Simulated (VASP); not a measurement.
A run of VASP 6.6.1 is set up as follows.

File INCAR:

```
  PREC = Accurate
  ENCUT = 520
  EDIFF = 1E-6
  ISMEAR = 0
  SIGMA = 0.01
  LREAL = Auto
  LASPH = T
  NELM = 60
  ALGO = Normal
  ISIF = 2
  LWAVE = F
  LCHARG = F
  GGA = PE
  IVDW = 12
  NBANDS = 118
  NELECT = 200.0
```

The input KPOINTS:

```
regular mesh
0
Gamma
  2 2 2
```

File POSCAR:

```
Sn8S15
1.0
   -3.6685056985      6.3540382577      0.0000000000
   -3.6685056986     -6.3540382577      0.0000000000
    0.0000000000      0.0000000000     11.6526799943
Sn S
8 15
Direct
    0.1919646668      0.3487944556      0.6170881507
    0.6553512604      0.3487387435      0.6170367312
    0.1675251042      0.8365295686      0.6355649798
    0.6551829054      0.8117951181      0.6174342259
    0.8325874429      0.1661893656      0.1231992231
    0.3328556780      0.1667691602      0.1243510780
    0.8320732202      0.6659027615      0.1243483137
    0.3327890632      0.6659159939      0.1243400775
    0.3376276761      0.1764303935      0.7561918593
    0.8272808214      0.6659373561      0.7563972659
    0.3371753514      0.6658861357      0.7564189876
    0.1648464411      0.3323614989      0.2501751135
    0.6664219476      0.3322969249      0.2501573897
    0.1659260869      0.8328564430      0.2524041959
    0.6665567311      0.8341388855      0.2501353319
    0.4992864780      0.4996581128      0.9980073798
   -0.0003609985      0.5003161777      0.9970231506
    0.4983748479      0.9990826255      0.9970968005
   -0.0003104566      0.9991072203      0.9971005385
    0.5080627908      0.0065160717      0.5059527566
   -0.0029600672      0.0066456773      0.5059854871
    0.5009008594      0.5032694040      0.4816918386
   -0.0024828451      0.4965176942      0.5056824760
```

Potentials or basis: VASP PAW PBE potentials, release 64 (Sn_d, S).

Run with:

```bash
$ cat potpaw_PBE.64/Sn_d/POTCAR potpaw_PBE.64/S/POTCAR > POTCAR
$ mpirun -np 1 vasp_std > vasp.out
```

Problem. Estimate the largest force.

Solution. 0.031 eV/Å.

Problem. Predict the dispersion energy per atom.

Solution. -0.315 eV.

Forces in eV/Å, atoms in the order of the input:
```
Sn  -0.016  0.011 -0.011
Sn   0.006 -0.020 -0.016
Sn   0.000  0.004  0.017
Sn   0.018  0.007 -0.020
Sn   0.007 -0.003 -0.004
Sn  -0.004 -0.001  0.008
Sn   0.002 -0.001  0.008
Sn  -0.001  0.004  0.009
S    0.005  0.000 -0.012
S   -0.003  0.001 -0.016
S   -0.001  0.000 -0.017
S   -0.001  0.000 -0.008
S   -0.004  0.000 -0.007
S   -0.002 -0.002 -0.011
S   -0.002  0.000 -0.007
S    0.000  0.001  0.009
S    0.000 -0.001  0.005
S   -0.003 -0.003  0.004
S   -0.003  0.001  0.004
S   -0.005  0.002  0.010
S   -0.001 -0.004  0.011
S    0.001  0.000  0.031
S    0.008  0.005  0.012
```

Caveat: the k points lie up to 0.49 Å⁻¹ apart; the cell carries a net charge on a neutralising background, which shifts energy and pressure; the cell differs from its parent crystal (atoms taken out, then relaxed in part).
